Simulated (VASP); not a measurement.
# ZnSe (F-43m) in VASP: a series of runs

ZnSe is run at these levels: PBE; tasks: single point.

Everything below comes from runs of VASP 6.6.1. Logs are shortened: lines on timing, memory, paths and dates and some standing lists are left out, and cuts for length are marked.

**1. The cell of the first run**

The structure is cubic, space group F-43m (No. 216). The conventional cell has a = 5.512 Å, b = 5.512 Å, c = 5.512 Å, α = 90.00°, β = 90.00°, γ = 90.00°. Zn (site symmetry -43m) has 4 Se at 2.39 Å within 3.2 Å. Within 3.2 Å of Se (site symmetry -43m) lie 4 Zn at 2.39 Å.

**2. Single point, PBE**

File INCAR:

```
ALGO = Normal
EDIFF = 1E-6
ENCUT = 500
GGA = PE
GGA_COMPAT = False
ISIF = 2
ISMEAR = 0
LASPH = True
LCHARG = False
LREAL = False
LWAVE = False
NBANDS = 16
NELM = 120
PREC = Accurate
SIGMA = 0.01
```

File KPOINTS:

```
k-points
0
Gamma
  6 6 6
```

File POSCAR:

```
ZnSe
1.0
    0.0000000000      2.7561222157      2.7561222157
    2.7561222157      0.0000000000      2.7561222157
    2.7561222157      2.7561222157      0.0000000000
Zn Se
1 1
Direct
    0.0000000000      0.0000000000      0.0000000000
    0.2500000000      0.2500000000      0.2500000000
```

Potentials or basis: VASP PAW PBE potentials, release 64 (Zn, Se).

Run with:

```sh
$ cat potpaw_PBE.64/Zn/POTCAR potpaw_PBE.64/Se/POTCAR > POTCAR
$ mpirun -np 1 vasp_std > vasp.out
```

OUTCAR:

```text
EDIFF = 1E-6
   ENCUT = 500
   GGA = PE
   ISIF = 2
   ISMEAR = 0
   LASPH = True
   LREAL = False
   NELM = 120
   PREC = Accurate

 ion  position               nearest neighbor table
   1  0.000  0.000  0.000-   2 2.39   2 2.39   2 2.39   2 2.39
   2  0.250  0.250  0.250-   1 2.39   1 2.39   1 2.39   1 2.39

  LATTYP: Found a face centered cubic cell.
 ALAT       =     5.5122444314

  Lattice vectors:

 A1 = (   0.0000000000,   2.7561222157,   2.7561222157)
 A2 = (   2.7561222157,   0.0000000000,   2.7561222157)
 A3 = (   2.7561222157,   2.7561222157,   0.0000000000)

Analysis of symmetry for initial positions (statically):
=====================================================================
 Subroutine PRICEL returns:
 Original cell was already a primitive cell.

 Routine SETGRP: Setting up the symmetry group for a
 face centered cubic supercell.

 Subroutine GETGRP returns: Found 24 space group operations
 (whereof 24 operations were pure point group operations)
 out of a pool of 48 trial point group operations.

The static configuration has the point symmetry T_d .

Analysis of symmetry for dynamics (positions and initial velocities):
=====================================================================
 Subroutine PRICEL returns:
 Original cell was already a primitive cell.

 Routine SETGRP: Setting up the symmetry group for a
 face centered cubic supercell.

 Subroutine GETGRP returns: Found 24 space group operations
 (whereof 24 operations were pure point group operations)
 out of a pool of 48 trial point group operations.

The dynamic configuration has the point symmetry T_d .

 Subroutine INISYM returns: Found 24 space group operations
 (whereof 24 operations are pure point group operations),
 and found     1 'primitive' translations

----------------------------------------------------------------------------------------

                                     Primitive cell

  volume of cell :      41.8722

  direct lattice vectors                    reciprocal lattice vectors
     0.000000000  2.756122216  2.756122216    -0.181414306  0.181414306  0.181414306
     2.756122216  0.000000000  2.756122216     0.181414306 -0.181414306  0.181414306
     2.756122216  2.756122216  0.000000000     0.181414306  0.181414306 -0.181414306

  length of vectors
     3.897745417  3.897745417  3.897745417     0.314218796  0.314218796  0.314218796

  position of ions in fractional coordinates (direct lattice)
     0.000000000  0.000000000  0.000000000
[... 68 lines left out ...]
   NELM   =    120;   NELMIN=  2; NELMDL= -5     # of ELM steps
   EDIFF  = 0.1E-05   stopping-criterion for ELM
   LREAL  =      F    real-space projection
   EDIFFG = 0.1E-04   stopping-criterion for IOM
   NSW    =      0    number of steps for IOM
   IBRION =     -1    ionic relax: 0-MD 1-quasi-New 2-CG
   NFREE  =      0    steps in history (QN), initial steepest desc. (CG)
   ISIF   =      2    stress and relaxation
   ISYM   =      2    0-nonsym 1-usesym 2-fastsym
   POTIM  = 0.5000    time-step for ionic-motion
   TEBEG  =    0.0;   TEEND  =   0.0 temperature during run
   PSTRESS=    0.0 pullay stress
   NELECT =      18.0000    total number of electrons
   NUPDOWN=      -1.0000    fix difference up-down
   EMIN   =  10.00;   EMAX   =-10.00  energy-range for DOS
   EFERMI =   0.00;   METHOD = LEGACY
   ISMEAR =     0;   SIGMA  =   0.01  broadening in eV -4-tet -1-fermi 0-gaus
   EFERMI_NEDOS =   21; number of points for ismear=-14 and -15
   IALGO  =     38    algorithm
   IMIX   =      4    mixing-type and parameters
     AMIX     =   0.40;   BMIX     =  1.00
     AMIX_MAG =   1.60;   BMIX_MAG =  1.00
  volume/ion in A,a.u.               =      20.94       141.28
  Fermi-wavevector in a.u.,A,eV,Ry     =   1.235541  2.334834 20.770134  1.526562
  Thomas-Fermi vector in A             =   2.370186
   LORBIT       =      0    0 simple, 1 ext, 2 COOP (PROOUT), +10 PAW based schemes
   GGA     = PE    functional components
   LHFCALC =     F    Hartree Fock is set to
   AEXX    =    0.0000 exact exchange contribution
   IVDW    =     0    specifies the selected vdW correction
   LEPSILON=     F    determine dielectric tensor
   LRPA    =     F    only Hartree local field effects (RPA)
 non-spin polarized calculation
 Gauss-broadening in eV      SIGMA  =   0.01
  energy-cutoff  :      500.00
  volume of cell :       41.87
 maximum number of plane-waves:      1090
   NGX = 15   NGY = 15   NGZ = 15

 number of electron      17.9999992 magnetization

 Free energy of the ion-electron system (eV)
  ---------------------------------------------------
  ext. energy  EPLUGINS =         0.00000000
  ---------------------------------------------------
  free energy    TOTEN  =        -5.89019751 eV

  energy without entropy =       -5.89019751  energy(sigma->0) =       -5.89019751

 E-fermi :   2.4660     XC(G=0):  -9.7068

 val. band max:        2.3701888721   @ k =   0.0000   0.0000   0.0000
 cond. band min:       4.0071608696   @ k =   0.0000   0.0000   0.0000
 fundamental gap:      1.6369719975
 Fermi energy:         2.4659570804

 k-point     1 :       0.0000    0.0000    0.0000
  band No.  band energies     occupation
      1     -11.4626      2.00000
      2      -4.5204      2.00000
      3      -4.5204      2.00000
      4      -4.5204      2.00000
      5      -4.0705      2.00000
      6      -4.0705      2.00000
[... 281 lines left out ...]
      3      -4.2551      2.00000
      4      -4.1762      2.00000
      5      -4.0551      2.00000
      6      -3.7383      2.00000
[... 8 lines left out ...]
     15      16.5793      0.00000
     16      17.0161      0.00000

------------------------ aborting loop because EDIFF is reached ----------------------------------------

  FORCE on cell =-STRESS in cart. coord.  units (eV):
  Direction    XX          YY          ZZ          XY          YZ          ZX
  --------------------------------------------------------------------------------------
  -------------------------------------------------------------------------------------
  Total        2.3709833      2.3709833      2.3709833     -0.0000000     -0.0000000      0.0000000
  in kB       90.7222209     90.7222209     90.7222209     -0.0000000     -0.0000000      0.0000000
  external PRESSURE =      90.7222209 kB  Pullay stress =       0.0000000 kB

 VOLUME and BASIS-vectors are now :
 -----------------------------------------------------------------------------
  energy-cutoff  :      500.00
  volume of cell :       41.87
      direct lattice vectors                 reciprocal lattice vectors
     0.000000000  2.756122216  2.756122216    -0.181414306  0.181414306  0.181414306
     2.756122216  0.000000000  2.756122216     0.181414306 -0.181414306  0.181414306
     2.756122216  2.756122216  0.000000000     0.181414306  0.181414306 -0.181414306

 POSITION                                       TOTAL-FORCE (eV/Angst)
 -----------------------------------------------------------------------------------
      0.00000      0.00000      0.00000         0.000000      0.000000      0.000000
      1.37806      1.37806      1.37806        -0.000000     -0.000000     -0.000000
 -----------------------------------------------------------------------------------
    total drift:                                0.000001      0.000001      0.000001

  FREE ENERGIE OF THE ION-ELECTRON SYSTEM (eV)
  ---------------------------------------------------
  free  energy   TOTEN  =        -5.8901975050 eV

  energy  without entropy=       -5.8901975050  energy(sigma->0) =       -5.89019751
```

OSZICAR:

```text
N       E                     dE             d eps       ncg     rms          rms(c)
DAV:   1     0.854723496219E+02    0.85472E+02   -0.86392E+03   512   0.126E+03
DAV:   2    -0.971478572145E+00   -0.86444E+02   -0.81200E+02   568   0.247E+02
DAV:   3    -0.614455847061E+01   -0.51731E+01   -0.51548E+01   608   0.593E+01
DAV:   4    -0.618290762455E+01   -0.38349E-01   -0.38344E-01   616   0.560E+00
DAV:   5    -0.618307642574E+01   -0.16880E-03   -0.16880E-03   656   0.340E-01    0.557E+00
DAV:   6    -0.591188252480E+01    0.27119E+00   -0.53526E-01   696   0.252E+01    0.418E+00
DAV:   7    -0.589029638222E+01    0.21586E-01   -0.17449E-01   584   0.381E+00    0.175E+00
DAV:   8    -0.588994430796E+01    0.35207E-03   -0.48646E-03   720   0.853E-01    0.488E-01
DAV:   9    -0.589009996255E+01   -0.15565E-03   -0.12096E-03   568   0.269E-01    0.643E-02
DAV:  10    -0.589021678047E+01   -0.11682E-03   -0.27877E-04   616   0.140E-01    0.289E-02
DAV:  11    -0.589019688862E+01    0.19892E-04   -0.54638E-05   632   0.773E-02    0.759E-03
DAV:  12    -0.589019750505E+01   -0.61643E-06   -0.75428E-06   656   0.171E-02
   1 F= -.58901975E+01 E0= -.58901975E+01  d E =-.115481E-43
```

Wall time 7.1 s (1 thread of AMD EPYC 9R45 (Zen 5), shared host); peak memory 0.12 GiB.

What came out:

```
Free energy            : -5.8902 eV
Pressure               : 9.1 GPa
Band gap on the k mesh : 1.64 eV
```

Caveat: the cell stands under pressure. A hybrid or GW would open this gap; PBE tends to underestimate it.

**3. Single point, PBE**

This run uses another cell than the first one, of 24.58 Å³/atom.

File INCAR:

```
SYSTEM = ZnSe
PREC = Accurate
ENCUT = 500
EDIFF = 1E-6
ISMEAR = 0
SIGMA = 0.01
LREAL = .FALSE.
LASPH = .TRUE.
NELM = 120
ALGO = Normal
ISIF = 2
LWAVE = .FALSE.
LCHARG = .TRUE.
GGA = PE
LELF = .TRUE.
LVHAR = .TRUE.
NBANDS = 16
GGA_COMPAT = .FALSE.
```

File KPOINTS:

```
regular mesh
0
G
  6 6 6
  0 0 0
```

File POSCAR:

```
ZnSe
1.0
    0.0000000000      2.9074379026      2.9074379026
    2.9074379026      0.0000000000      2.9074379026
    2.9074379026      2.9074379026      0.0000000000
Zn Se
1 1
Direct
    0.0000000000      0.0000000000      0.0000000000
    0.2500000000      0.2500000000      0.2500000000
```

Potentials or basis: VASP PAW PBE potentials, release 64 (Zn, Se).

Run with:

```sh
$ cat potpaw_PBE.64/Zn/POTCAR potpaw_PBE.64/Se/POTCAR > POTCAR
$ mpirun -np 1 vasp_std > vasp.out
```

Wall time 9.2 s (1 thread of AMD EPYC 9R45 (Zen 5), shared host); peak memory 0.14 GiB.

The run converged. Its results:

```yaml
Free_energy: -6.0153 eV
Pressure: -2.0 GPa
Band_gap_on_the_k_mesh: 0.99 eV
```

Levels at points of the mesh, in eV from the valence-band top:
```csv
k point,band 7,band 8,band 9,band 10,band 11,band 12
"(0.00, 0.00, 0.00)",0.00,0.00,0.00,0.99,5.81,5.81
"(0.50, 0.00, 0.00)",-4.76,-0.76,-0.76,2.40,6.38,6.38
"(0.50, 0.50, 0.00)",-4.43,-1.92,-1.92,3.15,3.44,10.20
```

Expect the measured gap to be larger: semilocal functionals such as PBE lack the derivative discontinuity.
